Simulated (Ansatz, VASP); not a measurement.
Sn in VASP and in Ansatz

INCAR

```
SYSTEM = Sn
  PREC = Accurate
  ENCUT = 520
  EDIFF = 1E-6
  ISMEAR = -1
  SIGMA = 0.05
  LREAL = .False.
  LASPH = .True.
  NELM = 60
  ALGO = Normal
  ISIF = 2
  LWAVE = .False.
  LCHARG = .False.
  NBANDS = 13
```

The input KPOINTS:

```
Automatic mesh
0
Gamma
  11 11 11
  0 0 0
```

Contents of POSCAR:

```
Sn
1.0
   -1.8946520000      1.8946520000      1.8946520000
    1.8946520000     -1.8946520000      1.8946520000
    1.8946520000      1.8946520000     -1.8946520000
Sn
1
Direct
    0.0000000000      0.0000000000      0.0000000000
```

Input for Ansatz:

```yaml
crystal:
  lattice:
    - [-1.894652, 1.894652, 1.894652]
    - [1.894652, -1.894652, 1.894652]
    - [1.894652, 1.894652, -1.894652]
  atoms:
    - { symbol: Sn, position: [0.0, 0.0, 0.0] }
basis:
  ecutwfc: 510.0
kpoints:
  mp_grid:
    grid: [11, 11, 11]
hamiltonian:
  xc: lda
scf:
  occupations:
    method: fermi_dirac
    width: 0.05
output:
  stress: true
```

Alike in both runs: task single point; functional LDA; k mesh 11 × 11 × 11; occupations fermi-dirac, width 0.05 eV; no spin polarisation.

|  | VASP | Ansatz |
| --- | --- | --- |
| version | VASP 6.6.1 | Ansatz 0.2.0 |
| potentials or method | VASP PAW LDA potentials, release 64 (Sn_d), cutoff 520 eV | plane waves, PAW |
| valence electrons in the cell | 14 | 14 |

```csv
,VASP,Ansatz,Ansatz less VASP
pressure (GPa),-3.0,-3.0,+0.01
```

LDA's correlation is that of Perdew and Zunger in VASP and of Perdew and Wang (1992) in Ansatz.
